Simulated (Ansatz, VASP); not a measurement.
GaCo3Pb in VASP and in Ansatz

```
Ga Co Pb
1.0
     4.85674    0.00000    0.00000
     0.00000    4.85674    0.00000
     0.00000    0.00000    4.85674
Ga Co Pb
1 3 1
Direct
  0.00000 0.00000 0.00000
  0.00000 0.50000 0.50000
  0.50000 0.00000 0.50000
  0.50000 0.50000 0.00000
  0.50000 0.50000 0.50000
```

Alike in both runs: functional PBE; k mesh 4 × 4 × 4; occupations gaussian, width 0.1 eV; collinear spin.

Ansatz relaxed the structure, and its values are those at the end. VASP's run is a single point on that final structure, the one shown.

|  | VASP | Ansatz |
| --- | --- | --- |
| version | VASP 6.6.1 | Ansatz 0.2.0 |
| potentials or method | VASP PAW PBE potentials, release 64 (Ga_d, Co, Pb_d), cutoff 520 eV | scalar-relativistic, plane waves, PAW |
| valence electrons in the cell | 54 | 78 |

VASP gave:

```
gap on the k mesh at the Fermi level (eV)                     : none
pressure (GPa)                                                : -0.1
net moment per atom (μB)                                      : 1.01
size of the moment on the site where the two differ most (μB) : 1.74
```

Task: Estimate Ansatz's values.

Result: gap on the k mesh at the Fermi level (eV): none; pressure (GPa): 0.4; net moment per atom (μB): 1.00; size of the moment on the site where the two differ most (μB): 1.67.

Site moments also hang on the region over which each program counts them. A gap of «none» marks a metal or a gap that the smearing closes. VASP's potentials hold 54 valence electrons a cell and Ansatz's 78, so a difference there can come from the potentials and not from the codes. Ansatz's warnings: cell relax basis refresh.

Neither program's run includes spin-orbit coupling.
